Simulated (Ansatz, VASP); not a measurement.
# CdO in VASP and in Ansatz

```xyz
2
Lattice="0.0000 2.3453 2.3453 2.3453 0.0000 2.3453 2.3453 2.3453 0.0000" Properties=species:S:1:pos:R:3 pbc="T T T"
Cd    0.0000    0.0000    0.0000
O     2.3453    2.3453    2.3453
```

Alike in both runs: task single point; functional HF; k mesh 6 × 6 × 6; occupations gaussian, width 0.1 eV; no spin polarisation.

|  | VASP | Ansatz |
| --- | --- | --- |
| version | VASP 6.6.1 | Ansatz 0.2.0 |
| potentials or method | VASP PAW PBE potentials, release 64 (Cd, O), cutoff 520 eV | scalar-relativistic, plane waves, PAW |
| valence electrons in the cell | 18 | 26 |

```tsv
	VASP	Ansatz	Ansatz less VASP
gap on the k mesh at the Fermi level (eV)	9.17	9.23	+0.061
least direct gap on the mesh (eV)	10.64	10.74	+0.095
```

VASP's potentials were made for PBE, not for HF. The functional is the same, so the differences come from potentials, cutoffs and numerics. VASP's potentials hold 18 valence electrons a cell and Ansatz's 26, so a difference there can come from the potentials and not from the codes.
